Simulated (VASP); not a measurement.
# Al (Fm-3m) in VASP: single point with PBE

Aim: the single point of Al with PBE.

Program: VASP 6.6.1. These are calculated values, not measurements. Logs are shortened: lines on timing, memory, paths and dates and some standing lists are left out, and cuts for length are marked.

### 1 The cell of the first run

The structure is cubic, space group Fm-3m (No. 225). Conventional cell: a = 4.040 Å, b = 4.040 Å, c = 4.040 Å, α = 90.00°, β = 90.00°, γ = 90.00°. Al (site symmetry m-3m) has 12 Al at 2.86 Å within 3.8 Å.

### 2 Single point, PBE

Contents of INCAR:

```
SYSTEM = Al
PREC = Accurate ; ENCUT = 500
EDIFF = 1E-6 ; ISMEAR = -1
SIGMA = 0.1 ; LREAL = .False.
LASPH = .True. ; NELM = 120
ALGO = Normal ; ISIF = 2
LWAVE = .False. ; LCHARG = .False.
GGA = PE ; NBANDS = 10
GGA_COMPAT = .False.
```

Contents of KPOINTS:

```
regular mesh
0
Gamma
  4 8 8
  0 0 0
```

Contents of POSCAR:

```
Al
1.0
    0.0000000000      4.0400000000      4.0400000000
    2.0200000000     -2.0200000000      0.0000000000
    2.0200000000      0.0000000000     -2.0200000000
Al
2
Direct
   -0.2500000000     -0.5000000000     -0.5000000000
    0.2500000000     -0.5000000000     -0.5000000000
```

Potentials or basis: VASP PAW PBE potentials, release 64 (Al).

The run is started by

```console
$ cat potpaw_PBE.64/Al/POTCAR > POTCAR
$ mpirun -np 1 vasp_std > vasp.out
```

OUTCAR:

```text
SYSTEM = Al
   PREC = Accurate
   ENCUT = 500
   EDIFF = 1E-6
   ISMEAR = -1
   LREAL = .False.
   LASPH = .True.
   NELM = 120
   ISIF = 2
   GGA = PE

 ion  position               nearest neighbor table
   1  0.750  0.500  0.500-   2 2.86   2 2.86   2 2.86   2 2.86   2 2.86   2 2.86
   2  0.250  0.500  0.500-   1 2.86   1 2.86   1 2.86   1 2.86   1 2.86   1 2.86

  LATTYP: Found a trigonal (rhomboedric) cell.
 ALAT       =     4.9479692804
 COS(alpha) =     0.8333333333

  Lattice vectors:

 A1 = (   4.0400000000,   2.0200000000,   2.0200000000)
 A2 = (   2.0200000000,   4.0400000000,   2.0200000000)
 A3 = (   2.0200000000,   2.0200000000,   4.0400000000)

Analysis of symmetry for initial positions (statically):
=====================================================================
 Subroutine PRICEL returns following result:

  LATTYP: Found a face centered cubic cell.
 ALAT       =     4.0400000000

  Lattice vectors:

 A1 = (   0.0000000000,  -2.0200000000,  -2.0200000000)
 A2 = (   2.0200000000,   0.0000000000,  -2.0200000000)
 A3 = (   2.0200000000,  -2.0200000000,   0.0000000000)

   2 primitive cells build up your supercell.

 Routine SETGRP: Setting up the symmetry group for a
 trigonal (rhombohedral) supercell.

 Subroutine GETGRP returns: Found 12 space group operations
 (whereof 12 operations were pure point group operations)
 out of a pool of 12 trial point group operations.

The static configuration has the point symmetry D_3d.

Analysis of symmetry for dynamics (positions and initial velocities):
=====================================================================
 Subroutine PRICEL returns following result:

  LATTYP: Found a face centered cubic cell.
 ALAT       =     4.0400000000

  Lattice vectors:

 A1 = (   0.0000000000,  -2.0200000000,  -2.0200000000)
 A2 = (   2.0200000000,   0.0000000000,  -2.0200000000)
 A3 = (   2.0200000000,  -2.0200000000,   0.0000000000)

   2 primitive cells build up your supercell.

 Routine SETGRP: Setting up the symmetry group for a
 trigonal (rhombohedral) supercell.

 Subroutine GETGRP returns: Found 12 space group operations
 (whereof 12 operations were pure point group operations)
 out of a pool of 12 trial point group operations.

The dynamic configuration has the point symmetry D_3d.

 Subroutine INISYM returns: Found 12 space group operations
 (whereof 12 operations are pure point group operations),
 and found     2 'primitive' translations

----------------------------------------------------------------------------------------

                                     Primitive cell

  volume of cell :      16.4848

  direct lattice vectors                    reciprocal lattice vectors
     0.000000000 -2.020000000 -2.020000000    -0.247524752 -0.247524752 -0.247524752
     2.020000000  0.000000000 -2.020000000     0.247524752  0.247524752 -0.247524752
     2.020000000 -2.020000000  0.000000000     0.247524752 -0.247524752  0.247524752

  length of vectors
     2.856711396  2.856711396  2.856711396     0.428725447  0.428725447  0.428725447

  position of ions in fractional coordinates (direct lattice)
     0.500000000  0.500000000  0.500000000

  ion indices of the primitive-cell ions
   primitive index   ion index
                 1           1

----------------------------------------------------------------------------------------

 KPOINTS: regular mesh

Automatic generation of k-mesh.
 Grid dimensions read from file:
 generate k-points for:    4    8    8

 Generating k-lattice:

  Cartesian coordinates                     Fractional coordinates (reciprocal lattice)
     0.030940594  0.030940594  0.030940594     0.250000000  0.000000000  0.000000000
     0.030940594 -0.030940594  0.030940594     0.000000000  0.125000000  0.000000000
     0.030940594  0.030940594 -0.030940594     0.000000000  0.000000000  0.125000000

  Length of vectors
     0.053590681  0.053590681  0.053590681

  Shift w.r.t. Gamma in fractional coordinates (k-lattice)
     0.000000000  0.000000000  0.000000000

 -----------------------------------------------------------------------------
|                                                                             |
|           W    W    AA    RRRRR   N    N  II  N    N   GGGG   !!!           |
|           W    W   A  A   R    R  NN   N  II  NN   N  G    G  !!!           |
|           W    W  A    A  R    R  N N  N  II  N N  N  G       !!!           |
|           W WW W  AAAAAA  RRRRR   N  N N  II  N  N N  G  GGG   !            |
|           WW  WW  A    A  R   R   N   NN  II  N   NN  G    G                |
|           W    W  A    A  R    R  N    N  II  N    N   GGGG   !!!           |
|                                                                             |
|     Your reciprocal lattice and k-lattice belong to different lattice       |
|     classes:                                                                |
|                                                                             |
|        The reciprocal lattice is rhombohedral (trigonal),                   |
|        whereas your k-lattice is body-centered cubic.                       |
|                                                                             |
|     Results are often still useful ...                                      |
|                                                                             |
 -----------------------------------------------------------------------------

 Subroutine IBZKPT returns following result:
 ===========================================

 Found     35 irreducible k-points:

 Following reciprocal coordinates:
            Coordinates               Weight
  0.000000  0.000000  0.000000      1.000000
  0.250000  0.000000  0.000000      2.000000
  0.500000  0.000000  0.000000      1.000000
  0.000000  0.125000  0.000000      6.000000
  0.250000  0.125000  0.000000      6.000000
  0.500000  0.125000  0.000000      6.000000
[... 16 lines left out ...]
  0.250000  0.375000  0.125000     12.000000
  0.500000  0.375000  0.125000     12.000000
 [... further k-points ...]
   k-points           NKPTS =     35   k-points in BZ     NKDIM =     35   number of bands    NBANDS=     10
   number of dos      NEDOS =    301   number of ions     NIONS =      2
   total plane-waves  NPLWV =  24192
   dimension x,y,z NGX =    42 NGY =   24 NGZ =   24
   dimension x,y,z NGXF=    84 NGYF=   48 NGZF=   48
   ions per type =               2
   NGX,Y,Z   is equivalent  to a cutoff of  12.22, 13.97, 13.97 a.u.
   NGXF,Y,Z  is equivalent  to a cutoff of  24.44, 27.93, 27.93 a.u.
 SYSTEM =  Al
   PREC   = accura    normal or accurate (medium, high low for compatibility)
   ISTART =      0    job   : 0-new  1-cont  2-samecut
   ICHARG =      2    charge: 1-file 2-atom 10-const
   ISPIN  =      1    spin polarized calculation?
   LNONCOLLINEAR =      F non collinear calculations
   LSORBIT =      F    spin-orbit coupling
   LASPH  =      T    aspherical Exc in radial PAW
   ENCUT  =  500.0 eV  36.75 Ry    6.06 a.u.  10.42  5.21  5.21*2*pi/ulx,y,z
   NELM   =    120;   NELMIN=  2; NELMDL= -5     # of ELM steps
   EDIFF  = 0.1E-05   stopping-criterion for ELM
   LREAL  =      F    real-space projection
   EDIFFG = 0.1E-04   stopping-criterion for IOM
   NSW    =      0    number of steps for IOM
   IBRION =     -1    ionic relax: 0-MD 1-quasi-New 2-CG
   NFREE  =      0    steps in history (QN), initial steepest desc. (CG)
   ISIF   =      2    stress and relaxation
   ISYM   =      2    0-nonsym 1-usesym 2-fastsym
   POTIM  = 0.5000    time-step for ionic-motion
   TEBEG  =    0.0;   TEEND  =   0.0 temperature during run
   PSTRESS=    0.0 pullay stress
   NELECT =       6.0000    total number of electrons
   NUPDOWN=      -1.0000    fix difference up-down
   EMIN   =  10.00;   EMAX   =-10.00  energy-range for DOS
   EFERMI =   0.00;   METHOD = LEGACY
   ISMEAR =    -1;   SIGMA  =   0.10  broadening in eV -4-tet -1-fermi 0-gaus
   EFERMI_NEDOS =   21; number of points for ismear=-14 and -15
   IALGO  =     38    algorithm
   IMIX   =      4    mixing-type and parameters
     AMIX     =   0.40;   BMIX     =  1.00
     AMIX_MAG =   1.60;   BMIX_MAG =  1.00
  volume/ion in A,a.u.               =      16.48       111.25
  Fermi-wavevector in a.u.,A,eV,Ry     =   0.927728  1.753151 11.710246  0.860679
  Thomas-Fermi vector in A             =   2.053828
   LORBIT       =      0    0 simple, 1 ext, 2 COOP (PROOUT), +10 PAW based schemes
   GGA     = PE    functional components
   LHFCALC =     F    Hartree Fock is set to
   AEXX    =    0.0000 exact exchange contribution
   IVDW    =     0    specifies the selected vdW correction
   LEPSILON=     F    determine dielectric tensor
   LRPA    =     F    only Hartree local field effects (RPA)
 non-spin polarized calculation
  energy-cutoff  :      500.00
  volume of cell :       32.97
 maximum number of plane-waves:       854
 NGX is ok and might be reduce to    42
   NGX = 21   NGY = 11   NGZ = 11

 number of electron       6.0000000 magnetization

 Free energy of the ion-electron system (eV)
  ---------------------------------------------------
  ext. energy  EPLUGINS =         0.00000000
  ---------------------------------------------------
  free energy    TOTEN  =        -7.49472575 eV

  energy without entropy =       -7.47005830  energy(sigma->0) =       -7.48239202

 E-fermi :   7.9767     XC(G=0): -10.1989

 val. band max:        7.6849244670   @ k =   0.2500  -0.3750   0.2500
 cond. band min:       8.1460546193   @ k =   0.0000   0.2500   0.1250
 fundamental gap:      0.4611301523
 Fermi energy:         7.9767407005

 k-point     1 :       0.0000    0.0000    0.0000
  band No.  band energies     occupation
      1      -3.1300      2.00000
      2       3.4138      2.00000
      3       3.6305      2.00000
      4      19.4316      0.00000
      5      19.4316      0.00000
      6      19.4755      0.00000
      7      19.4755      0.00000
      8      20.6356      0.00000
      9      20.6356      0.00000
     10      20.6356      0.00000

 k-point     2 :       0.2500    0.0000    0.0000
  band No.  band energies     occupation
      1      -2.7054      2.00000
      2       0.6463      2.00000
      3       7.1439      1.99952
      4      16.3311      0.00000
      5      18.8347      0.00000
      6      18.8347      0.00000
      7      19.6923      0.00000
      8      19.6923      0.00000
      9      20.7844      0.00000
     10      20.7844      0.00000

 k-point     3 :       0.5000    0.0000    0.0000
  band No.  band energies     occupation
      1      -1.4393      2.00000
      2      -1.4393      2.00000
      3      11.4522      0.00000
      4      11.4522      0.00000
      5      18.9259      0.00000
      6      18.9259      0.00000
      7      18.9259      0.00000
      8      18.9259      0.00000
      9      22.3753      0.00000
     10      22.3753      0.00000

 k-point     4 :       0.0000    0.1250    0.0000
  band No.  band energies     occupation
      1      -2.7054      2.00000
      2       2.8344      2.00000
      3       5.0103      2.00000
      4      15.6095      0.00000
      5      16.3311      0.00000
      6      16.8891      0.00000
      7      18.6635      0.00000
      8      19.6923      0.00000
      9      19.6923      0.00000
     10      22.7407      0.00000
[... 222 lines left out ...]
 k-point    22 :       0.0000    0.3750    0.1250
  band No.  band energies     occupation
      1       0.2313      2.00000
      2       2.4215      2.00000
      3       8.8451      0.00034
      4      10.2944      0.00000
      5      11.0062      0.00000
      6      11.9181      0.00000
      7      16.5156      0.00000
      8      17.2360      0.00000
      9      18.2270      0.00000
     10      18.6627      0.00000

 k-point    23 :       0.2500    0.3750    0.1250
  band No.  band energies     occupation
      1       0.6447      2.00000
      2       1.7445      2.00000
      3       8.1461      0.31073
      4      11.2351      0.00000
      5      12.5931      0.00000
      6      13.5987      0.00000
      7      14.6604      0.00000
      8      14.9366      0.00000
      9      16.4034      0.00000
     10      20.4465      0.00000

 k-point    24 :       0.5000    0.3750    0.1250
  band No.  band energies     occupation
      1      -0.3235      2.00000
      2       4.0452      2.00000
      3       7.6849      1.89747
      4       9.1646      0.00001
      5      11.8604      0.00000
      6      12.7461      0.00000
      7      13.2746      0.00000
      8      16.7995      0.00000
      9      20.1581      0.00000
     10      21.0760      0.00000

 [... further k-points ...]

------------------------ aborting loop because EDIFF is reached ----------------------------------------

  FORCE on cell =-STRESS in cart. coord.  units (eV):
  Direction    XX          YY          ZZ          XY          YZ          ZX
  --------------------------------------------------------------------------------------
  -------------------------------------------------------------------------------------
  Total        0.0245001      0.0245001      0.0245001      0.0000004      0.0000004      0.0000004
  in kB        1.1905962      1.1905962      1.1905962      0.0000217      0.0000217      0.0000217
  external PRESSURE =       1.1905962 kB  Pullay stress =       0.0000000 kB

 VOLUME and BASIS-vectors are now :
 -----------------------------------------------------------------------------
  energy-cutoff  :      500.00
  volume of cell :       32.97
      direct lattice vectors                 reciprocal lattice vectors
     0.000000000  4.040000000  4.040000000     0.123762376  0.123762376  0.123762376
     2.020000000 -2.020000000  0.000000000     0.247524752 -0.247524752  0.247524752
     2.020000000  0.000000000 -2.020000000     0.247524752  0.247524752 -0.247524752

 POSITION                                       TOTAL-FORCE (eV/Angst)
 -----------------------------------------------------------------------------------
      2.02000      2.02000      2.02000        -0.000000      0.000000     -0.000000
      2.02000      0.00000      0.00000         0.000000     -0.000000      0.000000
 -----------------------------------------------------------------------------------
    total drift:                                0.000000      0.000000      0.000000

  FREE ENERGIE OF THE ION-ELECTRON SYSTEM (eV)
  ---------------------------------------------------
  free  energy   TOTEN  =        -7.4947257468 eV

  energy  without entropy=       -7.4700583019  energy(sigma->0) =       -7.48239202
```

It took 7.6 s on 1 thread of Intel Xeon Platinum 8488C (Sapphire Rapids), shared host; peak memory 0.15 GiB.

Results:

```
Free energy            : -7.4947 eV
Pressure               : 0.1 GPa
Band gap on the k mesh : zero (band 3 reaches 11.86 eV, above the bottom of band 4 at 6.41 eV)
```
